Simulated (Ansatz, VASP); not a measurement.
**Two plane-wave programs on RbBr**

INCAR

```
PREC = Accurate
ENCUT = 600
EDIFF = 1E-6
ISMEAR = -1
SIGMA = 0.05
LREAL = False
LASPH = True
NELM = 100
ALGO = Normal
ISIF = 3
LWAVE = False
LCHARG = False
GGA = CA
IBRION = 2
NSW = 60
EDIFFG = -0.01
```

The input KPOINTS:

```
regular mesh
0
Gamma
  7 7 7
```

POSCAR

```
RbBr
1.0
    4.1260773000      0.0000000000      0.0000000000
    0.0000000000      4.1260773000      0.0000000000
    0.0000000000      0.0000000000      4.1260773000
Rb Br
1 1
Direct
    0.0000000000      0.0000000000      0.0000000000
    0.5000000000      0.5000000000      0.5000000000
```

Contents of input.yaml:

```yaml
crystal:
  lattice:
    - [4.1260773, 0.0, 0.0]
    - [0.0, 4.1260773, 0.0]
    - [0.0, 0.0, 4.1260773]
  atoms:
    - { symbol: Rb, position: [0.0, 0.0, 0.0] }
    - { symbol: Br, position: [0.5, 0.5, 0.5] }
hamiltonian:
  xc: lda
  pseudopotentials: { kind: paw }
kpoints:
  mp_grid: { grid: [7, 7, 7] }
scf:
  occupations: { method: fermi_dirac, width: 0.05 }
output:
  forces: true
  stress: true
  eigenvalues: true
relax:
  f_tol: 0.01
  max_steps: 40
  cell: { stress_tol: 0.05 }
```

Alike in both runs: task relaxation of cell and atoms; functional LDA; k mesh 7 × 7 × 7; occupations fermi-dirac, width 0.05 eV; no spin polarisation.

|  | VASP | Ansatz |
| --- | --- | --- |
| version | VASP 6.6.1 | Ansatz 0.2.0 |
| potentials or method | VASP PAW LDA potentials, release 64 (Rb_sv, Br) | Ansatz PAW |
| plane-wave cutoff (eV) | 600 | 420 |
| valence electrons in the cell | 16 | 16 |

|  | VASP | Ansatz | Ansatz less VASP |
| --- | --- | --- | --- |
| gap on the k mesh at the Fermi level, each at its own relaxed structure (eV) | 4.15 | 4.14 | -0.003 |
| relaxed volume (Å³/atom) | 31.31 | 31.22 | -0.088 |
| relaxed cell length with the largest relative difference (Å) | 3.971 | 3.967 | -0.0037 |

LDA's correlation is that of Perdew and Zunger in VASP and of Perdew and Wang (1992) in Ansatz.

Noted on Ansatz's run: odd divisions of the mesh miss points on the zone boundary, where band edges often lie, so the gap on the mesh can be too wide; the plane-wave basis is chosen anew once the cell has moved, so the energies of steps on either side of that aren't comparable.
